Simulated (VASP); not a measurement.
Crystal: Cu.

```
Cu
1.0
    -1.43419    1.43419    1.43419
     1.43419   -1.43419    1.43419
     1.43419    1.43419   -1.43419
Cu
1
Direct
  0.00000 0.00000 0.00000
```

This isn't the form of Cu at room conditions, which is fcc.

```yaml
Program: VASP 6.6.1
Task: relaxation of cell and atoms
Functional: PBE
Potentials_or_basis: VASP PAW PBE potentials, release 64 (Cu)
Cutoff: 600 eV
k_mesh: 20 × 20 × 20
Occupations: gaussian, width 0.1 eV
Spin: no spin polarisation
```

At the start: pressure 3.1 GPa; volume 11.80 Å³/atom.

Problem. Where does the relaxation end?

Solution. Over 3 steps the energy falls by 2.4 meV/atom and the volume is 12.06 Å³/atom (+2.2 %); space group Im-3m (No. 229, to 0.1 Å) before and after.

The path:
| step | energy change (eV) | largest force (eV/Å) | pressure (GPa) | volume (Å³) |
| --- | --- | --- | --- | --- |
| 1 | 0.0000 | 0.0000 | 3.09 | 11.80 |
| 2 | -0.0018 | 0.0000 | -1.47 | 12.19 |
| 3 | -0.0024 | 0.0000 | 0.02 | 12.06 |

Final structure:
```
CELL_PARAMETERS angstrom
-1.44456 1.44456 1.44456
1.44456 -1.44456 1.44456
1.44456 1.44456 -1.44456
ATOMIC_POSITIONS crystal
Cu 0.00000 0.00000 0.00000
```
